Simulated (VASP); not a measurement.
Ti:

```
CELL_PARAMETERS angstrom
4.56737 0.00000 0.00000
-2.28369 3.95546 0.00000
0.00000 0.00000 2.82624
ATOMIC_POSITIONS crystal
Ti 0.66667 0.33333 0.50000
Ti 0.33333 0.66667 0.50000
Ti 0.00000 0.00000 0.00000
```

This isn't the form of Ti at room conditions, which is hcp.

Base run:

* Program: VASP 6.6.1
* Functional: r2SCAN
* Potentials or basis: VASP PAW PBE potentials, release 64 (Ti_sv)
* Cutoff: 520 eV
* k mesh: 7 × 7 × 9
* Occupations: fermi-dirac, width 0.05 eV
* Spin: no spin polarisation

Its results: band gap on the k mesh zero (bands 18 and 19 overlap by 0.25 eV); pressure 0.3 GPa.

Question: The run is repeated on the same cell with these changes: functional from r2SCAN to BLYP. What comes out?

Answer: Band gap on the k mesh zero (bands 18 and 19 overlap by 0.25 eV); pressure 3.4 GPa.

Caveats: the PAW data sets were made with another functional, which shifts forces and pressure a little; the cell stands under pressure (at least some runs).
